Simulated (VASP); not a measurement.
Set up this calculation in VASP 6.6.1, as the native input.

| Property | Result |
| --- | --- |
| Task | relaxation of the atoms |
| Functional | PBE |
| Dispersion | D3(BJ) |
| Potentials or basis | VASP PAW PBE potentials, release 64 (Si) |
| Cutoff | 520 eV |
| k mesh | 2 × 2 × 2 |
| Occupations | gaussian, width 0.05 eV |
| Spin | no spin polarisation |
| Dipole correction | no |
| Further INCAR settings | LREAL = Auto; ALGO = Normal; EDIFF = 1e-06; IBRION = 2; EDIFFG = -0.03; NSW = 80 |

The structure of Si (a cell with a defect) lies in POSCAR:

```
Si
1.0
    0.0000000000      5.4300000000      5.4300000000
    5.4300000000      0.0000000000      5.4300000000
    5.4300000000      5.4300000000      0.0000000000
Si
17
Direct
    0.0000000000      0.0000000000      0.0000000000
    0.1250000000      0.1250000000      0.1250000000
    0.0000000000      0.0000000000      0.5000000000
    0.1250000000      0.1250000000      0.6250000000
    0.0000000000      0.5000000000      0.0000000000
    0.1250000000      0.6250000000      0.1250000000
    0.0000000000      0.5000000000      0.5000000000
    0.1250000000      0.6250000000      0.6250000000
    0.5000000000      0.0000000000      0.0000000000
    0.6250000000      0.1250000000      0.1250000000
    0.5000000000      0.0000000000      0.5000000000
    0.6250000000      0.1250000000      0.6250000000
    0.5000000000      0.5000000000      0.0000000000
    0.6250000000      0.6250000000      0.1250000000
    0.5000000000      0.5000000000      0.5000000000
    0.6250000000      0.6250000000      0.6250000000
    0.3665677000      0.8792950200      0.3789326400
```

One way to write it, as run:

INCAR

```
ALGO = Normal
EDIFF = 1E-6
EDIFFG = -0.03
ENCUT = 520
GGA = PE
IBRION = 2
ISIF = 2
ISMEAR = 0
IVDW = 12
LASPH = T
LCHARG = F
LREAL = Auto
LWAVE = F
NELM = 80
NSW = 80
PREC = Accurate
SIGMA = 0.05
```

KPOINTS

```
k-points
0
Gamma
  2 2 2
```

Potentials or basis: VASP PAW PBE potentials, release 64 (Si).

The run is started by

```sh
$ cat potpaw_PBE.64/Si/POTCAR > POTCAR
$ mpirun -np 1 vasp_std > vasp.out
```

It gave:

* Energy gained by relaxing: 7.8 meV/atom
* Ionic steps: 7
* Pressure after relaxing: 2.4 GPa
* Largest force after relaxing: 0.025 eV/Å
* Band gap on the k mesh: zero (bands 34 and 35 overlap by 0.26 eV)
* Dispersion energy per atom: -0.332 eV

Caveat: the k points lie up to 0.50 Å⁻¹ apart.

It took 9.9 min on 1 thread of Intel(R) Xeon(R) Platinum 8259CL CPU @ 2.50GHz (Skylake/Cascade Lake) (shared host), peak memory 0.51 GiB.
